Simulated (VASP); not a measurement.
# PbS (P6_3/mmc) in VASP: notebook, part 2 of 2

VASP 6.6.1.

### Step 5. Single point, r2SCAN

This run uses another cell than the first one, of 32.42 Å³/atom.

Input file POSCAR:

```
PbS
1.0
    4.9970879532      0.0000000000      0.0000000000
   -2.4985439766      4.3276051124      0.0000000000
    0.0000000000      0.0000000000      5.9970707068
Pb S
2 2
Direct
    0.3333333333      0.6666666667      0.2500000000
    0.6666666667      0.3333333333      0.7500000000
    0.6666666667      0.3333333333      0.2500000000
    0.3333333333      0.6666666667      0.7500000000
```

Input file INCAR.step1:

```
SYSTEM = PbS
PREC = Accurate
ENCUT = 520
ISMEAR = 0
SIGMA = 0.01
LREAL = .False.
LASPH = .True.
NELM = 60
NBANDS = 28
GGA = PE
ALGO = Normal
EDIFF = 1E-4
LWAVE = .True.
LCHARG = .False.
```

Input file INCAR.step2:

```
SYSTEM = PbS
PREC = Accurate
ENCUT = 520
EDIFF = 1E-7
ISMEAR = 0
SIGMA = 0.01
LREAL = .False.
LASPH = .True.
NELM = 60
ALGO = Normal
ISIF = 2
LWAVE = .False.
LCHARG = .False.
METAGGA = R2SCAN
LMIXTAU = .True.
NBANDS = 28
ISTART = 1
```

Input file KPOINTS:

```
regular mesh
0
Gamma
  6 6 4
  0 0 0
```

Potentials or basis: VASP PAW PBE potentials, release 64 (Pb_d, S).

Command:

```console
$ cat potpaw_PBE.64/Pb_d/POTCAR potpaw_PBE.64/S/POTCAR > POTCAR
$ cp INCAR.step1 INCAR
$ mpirun -np 1 vasp_std > vasp.out
$ cp INCAR.step2 INCAR
$ mpirun -np 1 vasp_std > vasp.out
```

OUTCAR:

```text
SYSTEM = PbS
   PREC = Accurate
   ENCUT = 520
   EDIFF = 1E-7
   ISMEAR = 0
   LREAL = .False.
   LASPH = .True.
   NELM = 60
   ISIF = 2
   METAGGA = R2SCAN
   ISTART = 1

 ion  position               nearest neighbor table
   1  0.333  0.667  0.250-   3 2.89   3 2.89   3 2.89   4 3.00   4 3.00
   2  0.667  0.333  0.750-   4 2.89   4 2.89   4 2.89   3 3.00   3 3.00
   3  0.667  0.333  0.250-   1 2.89   1 2.89   1 2.89   2 3.00   2 3.00
   4  0.333  0.667  0.750-   2 2.89   2 2.89   2 2.89   1 3.00   1 3.00

  LATTYP: Found a hexagonal cell.
 ALAT       =     4.9970879532
 C/A-ratio  =     1.2001130985

  Lattice vectors:

 A1 = (   4.9970879532,   0.0000000000,   0.0000000000)
 A2 = (  -2.4985439766,   4.3276051124,   0.0000000000)
 A3 = (   0.0000000000,   0.0000000000,   5.9970707068)

Analysis of symmetry for initial positions (statically):
=====================================================================
 Subroutine PRICEL returns:
 Original cell was already a primitive cell.

 Routine SETGRP: Setting up the symmetry group for a
 hexagonal supercell.

 Subroutine GETGRP returns: Found 24 space group operations
 (whereof 12 operations were pure point group operations)
 out of a pool of 24 trial point group operations.

The static configuration has the point symmetry D_3d.
 The point group associated with its full space group is D_6h.

Analysis of symmetry for dynamics (positions and initial velocities):
=====================================================================
 Subroutine PRICEL returns:
 Original cell was already a primitive cell.

 Routine SETGRP: Setting up the symmetry group for a
 hexagonal supercell.

 Subroutine GETGRP returns: Found 24 space group operations
 (whereof 12 operations were pure point group operations)
 out of a pool of 24 trial point group operations.

The dynamic configuration has the point symmetry D_3d.
 The point group associated with its full space group is D_6h.
[... 116 lines left out ...]
   IALGO  =     38    algorithm
   IMIX   =      4    mixing-type and parameters
     AMIX     =   0.40;   BMIX     =  1.00
     AMIX_MAG =   1.60;   BMIX_MAG =  1.00
  volume/ion in A,a.u.               =      32.42       218.80
  Fermi-wavevector in a.u.,A,eV,Ry     =   1.106098  2.090222 16.646083  1.223453
  Thomas-Fermi vector in A             =   2.242594
   LORBIT       =      0    0 simple, 1 ext, 2 COOP (PROOUT), +10 PAW based schemes
   METAGGA = R2SCAN    functional components
   LHFCALC =     F    Hartree Fock is set to
   AEXX    =    0.0000 exact exchange contribution
   IVDW    =     0    specifies the selected vdW correction
   LEPSILON=     F    determine dielectric tensor
   LRPA    =     F    only Hartree local field effects (RPA)
 non-spin polarized calculation
 Gauss-broadening in eV      SIGMA  =   0.01
  energy-cutoff  :      520.00
  volume of cell :      129.69
 maximum number of plane-waves:      3508
 NGX is ok and might be reduce to    40
   NGX = 19   NGY = 19   NGZ = 23

 number of electron      39.9999997 magnetization

 Free energy of the ion-electron system (eV)
  ---------------------------------------------------
  ext. energy  EPLUGINS =         0.00000000
  ---------------------------------------------------
  free energy    TOTEN  =      -130.74707325 eV

  energy without entropy =     -130.74707325  energy(sigma->0) =     -130.74707325

 E-fermi :   3.6702     XC(G=0):  -8.9613

 val. band max:        3.5596401395   @ k =   0.3333   0.3333   0.5000
 cond. band min:       5.2871782633   @ k =   0.3333   0.3333   0.5000
 fundamental gap:      1.7275381238
 Fermi energy:         3.6701946672

 k-point     1 :       0.0000    0.0000    0.0000
  band No.  band energies     occupation
      1     -13.8266      2.00000
      2     -13.7176      2.00000
      3     -13.7176      2.00000
      4     -13.7173      2.00000
      5     -13.7173      2.00000
      6     -13.7152      2.00000
[... 640 lines left out ...]
     27      10.6553      0.00000
     28      10.6553      0.00000

------------------------ aborting loop because EDIFF is reached ----------------------------------------

  FORCE on cell =-STRESS in cart. coord.  units (eV):
  Direction    XX          YY          ZZ          XY          YZ          ZX
  --------------------------------------------------------------------------------------
  -------------------------------------------------------------------------------------
  Total       -0.0122632     -0.0122632     -0.0323884      0.0000000      0.0000000      0.0000000
  in kB       -0.1514988     -0.1514988     -0.4001258      0.0000000      0.0000000      0.0000000
  external PRESSURE =      -0.2343745 kB  Pullay stress =       0.0000000 kB

 VOLUME and BASIS-vectors are now :
 -----------------------------------------------------------------------------
  energy-cutoff  :      520.00
  volume of cell :      129.69
      direct lattice vectors                 reciprocal lattice vectors
     4.997087953  0.000000000  0.000000000     0.200116550  0.115537344  0.000000000
    -2.498543977  4.327605112  0.000000000     0.000000000  0.231074688  0.000000000
     0.000000000  0.000000000  5.997070707     0.000000000  0.000000000  0.166748076

 POSITION                                       TOTAL-FORCE (eV/Angst)
 -----------------------------------------------------------------------------------
     -0.00000      2.88507      1.49927         0.000000      0.000000      0.000000
      2.49854      1.44254      4.49780        -0.000000     -0.000000      0.000000
      2.49854      1.44254      1.49927         0.000000     -0.000000      0.000000
     -0.00000      2.88507      4.49780         0.000000      0.000000      0.000000
 -----------------------------------------------------------------------------------
    total drift:                               -0.000000      0.000000     -0.000000

  FREE ENERGIE OF THE ION-ELECTRON SYSTEM (eV)
  ---------------------------------------------------
  free  energy   TOTEN  =      -130.7470732523 eV

  energy  without entropy=     -130.7470732523  energy(sigma->0) =     -130.74707325
```

OSZICAR.step1:

```text
N       E                     dE             d eps       ncg     rms          rms(c)
DAV:   1     0.419441501400E+03    0.41944E+03   -0.18662E+04  1176   0.146E+03
DAV:   2     0.318242297526E+02   -0.38762E+03   -0.37566E+03  1204   0.389E+02
DAV:   3    -0.159312112864E+02   -0.47755E+02   -0.46243E+02  1548   0.154E+02
DAV:   4    -0.183279156153E+02   -0.23967E+01   -0.23857E+01  1364   0.372E+01
DAV:   5    -0.184290191060E+02   -0.10110E+00   -0.10108E+00  1564   0.803E+00    0.676E+00
DAV:   6    -0.172042501462E+02    0.12248E+01   -0.31048E+00  1636   0.102E+01    0.433E+00
DAV:   7    -0.172146179678E+02   -0.10368E-01   -0.50075E-01  1280   0.283E+00    0.283E+00
DAV:   8    -0.172309527798E+02   -0.16335E-01   -0.95732E-02  1468   0.259E+00    0.128E+00
DAV:   9    -0.172220570967E+02    0.88957E-02   -0.25852E-02  1644   0.130E+00    0.255E-01
DAV:  10    -0.172237768798E+02   -0.17198E-02   -0.44023E-03  1296   0.317E-01    0.109E-01
DAV:  11    -0.172240421727E+02   -0.26529E-03   -0.37293E-04  1136   0.129E-01    0.434E-02
DAV:  12    -0.172240751949E+02   -0.33022E-04   -0.42168E-05   928   0.429E-02
   1 F= -.17224075E+02 E0= -.17224075E+02  d E =-.364040E-14
```

It took 2.7 min on 1 thread of Intel Xeon 6975P-C (Granite Rapids), shared host; peak memory 0.32 GiB.

What came out:

| Property | Result |
| --- | --- |
| Free energy | -130.7471 eV |
| Pressure | 0.0 GPa |
| Band gap on the k mesh | 1.73 eV |

Levels at points of the mesh, in eV from the valence-band top:
| k point | band 17 | band 18 | band 19 | band 20 | band 21 | band 22 | band 23 | band 24 |
| --- | --- | --- | --- | --- | --- | --- | --- | --- |
| (0.00, 0.00, 0.00) | -3.16 | -2.02 | -2.01 | -2.01 | 2.23 | 2.23 | 3.63 | 3.63 |
| (0.50, 0.00, 0.00) | -2.99 | -2.40 | -2.15 | -0.76 | 3.26 | 3.29 | 4.44 | 4.75 |
| (0.00, 0.00, 0.50) | -2.59 | -2.59 | -1.36 | -1.36 | 2.54 | 2.54 | 2.54 | 2.54 |
| (0.50, 0.00, 0.50) | -1.98 | -1.98 | -0.66 | -0.66 | 1.89 | 1.89 | 3.31 | 3.31 |

Caveat: the PAW data sets were made with another functional, which shifts forces and pressure a little; spin-orbit coupling is left out, which moves the levels of the heavy elements. A k mesh can miss the band edges.

### Step 6. The runs side by side

| level | cell | gap on the mesh (eV) | pressure (GPa) |
| --- | --- | --- | --- |
| PBE | a = 5.124, b = 5.124, c = 6.157 Å, angles 90.0, 90.0, 120.0°, 4 atoms | 1.50 | -2.2 |
| r2SCAN | a = 4.895, b = 4.895, c = 5.875 Å, angles 90.0, 90.0, 120.0°, 4 atoms | 1.62 | 3.1 |
| r2SCAN | a = 4.947, b = 4.947, c = 5.936 Å, angles 90.0, 90.0, 120.0°, 4 atoms | 1.68 | 1.4 |
| r2SCAN | a = 4.997, b = 4.997, c = 5.997 Å, angles 90.0, 90.0, 120.0°, 4 atoms | 1.73 | 0.0 |

Alike in all rows: task single point; potentials or basis VASP PAW PBE potentials, release 64 (Pb_d, S); no spin polarisation; k mesh 6 × 6 × 4; cutoff (eV) 520; smearing gaussian 0.01 eV.

Caveats: spin-orbit coupling is left out, which moves the levels of the heavy elements; the PAW data sets were made with another functional, which shifts forces and pressure a little (at least some runs); the cell stands under pressure (at least some runs).

Absolute energies hang on the potentials; compare differences alone.
